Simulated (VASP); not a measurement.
Set up this calculation in VASP 6.6.1, as the native input.

```yaml
Task: single point
Functional: PBE
Potentials_or_basis: VASP PAW PBE potentials, release 64 (Sn_d, As)
Cutoff: 520 eV
k_mesh: 4 × 4 × 2
Occupations: gaussian, width 0.2 eV
Spin: no spin polarisation
Dipole_correction: no
Further_INCAR_settings: ALGO = Fast; EDIFF = 1e-07; NBANDS = 52
```

The structure of Sn5As3 lies in POSCAR:

```
Sn5As3
1.0
    4.7482913594      0.0000000000      0.0000000000
    0.0000000000      4.0312288976      0.0000000000
    0.0000000000      0.0000000000     10.4761486890
Sn As
5 3
Direct
    0.0000000000      0.0000000000      0.5000000000
    0.0000000000      0.0000000000      0.0000000000
    0.5000000000      0.5000000000      0.0000000000
    0.5000000000      0.0000000000      0.7195635677
    0.5000000000      0.0000000000      0.2804364323
    0.0000000000      0.5000000000      0.7902881841
    0.0000000000      0.5000000000      0.2097118159
    0.5000000000      0.5000000000      0.5000000000
```

The cell was generated, and may not be a known phase.

One way to write it, as run:

INCAR

```
PREC = Accurate ; ENCUT = 520
EDIFF = 1E-7 ; ISMEAR = 0
SIGMA = 0.2 ; LREAL = F
LASPH = T ; NELM = 80
ALGO = Fast ; ISIF = 2
LWAVE = F ; LCHARG = T
GGA = PE ; LELF = T
LVHAR = T ; NBANDS = 52
```

KPOINTS

```
regular mesh
0
Gamma
  4 4 2
```

Potentials or basis: VASP PAW PBE potentials, release 64 (Sn_d, As).

Command:

```console
$ cat potpaw_PBE.64/Sn_d/POTCAR potpaw_PBE.64/As/POTCAR > POTCAR
$ mpirun -np 1 vasp_std > vasp.out
```

Results of the run:

| Property | Result |
| --- | --- |
| Pressure | 0.0 GPa |
| Largest force | 0.014 eV/Å |
| Band gap on the k mesh | zero (an odd number of electrons rules out a gap without spin polarisation) |

Caveat: the k points lie up to 0.39 Å⁻¹ apart, too coarse for converged energies and pressures of a metal; spin-orbit coupling is left out, which moves the levels of the heavy elements.

Wall time 100 s on 1 thread of Intel(R) Xeon(R) 6975P-C (Granite Rapids) (shared host), peak memory 0.36 GiB.
